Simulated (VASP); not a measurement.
Here is a VASP 6.6.1 calculation.

File INCAR:

```
PREC = Accurate ; ENCUT = 520
EDIFF = 1E-6 ; ISMEAR = -1
SIGMA = 0.1 ; LREAL = F
LASPH = T ; NELM = 60
ALGO = Normal ; ISIF = 2
LWAVE = F ; LCHARG = T
LELF = T ; LVHAR = T
NBANDS = 10
```

Contents of KPOINTS:

```
regular mesh
0
Gamma
  16 16 16
```

Contents of POSCAR:

```
Co
1.0
    2.1319629860      0.0000000000      0.0000000000
    0.0000000000      2.1319629860      0.0000000000
    0.0000000000      0.0000000000      2.1319629860
Co
1
Direct
    0.0000000000      0.0000000000      0.0000000000
```

Potentials or basis: VASP PAW LDA potentials, release 64 (Co).

Launch:

```console
$ cat potpaw_LDA.64/Co/POTCAR > POTCAR
$ mpirun -np 1 vasp_std > vasp.out
```

Estimate the band gap on the k mesh.

zero (an odd number of electrons rules out a gap without spin polarisation).

Predict the pressure.

37.0 GPa.

Caveat: the cell stands under pressure; the run has no spin polarisation, though such a crystal can be magnetic. Spin polarisation is off, so any magnetic state and its effect on volume and gap are missing.
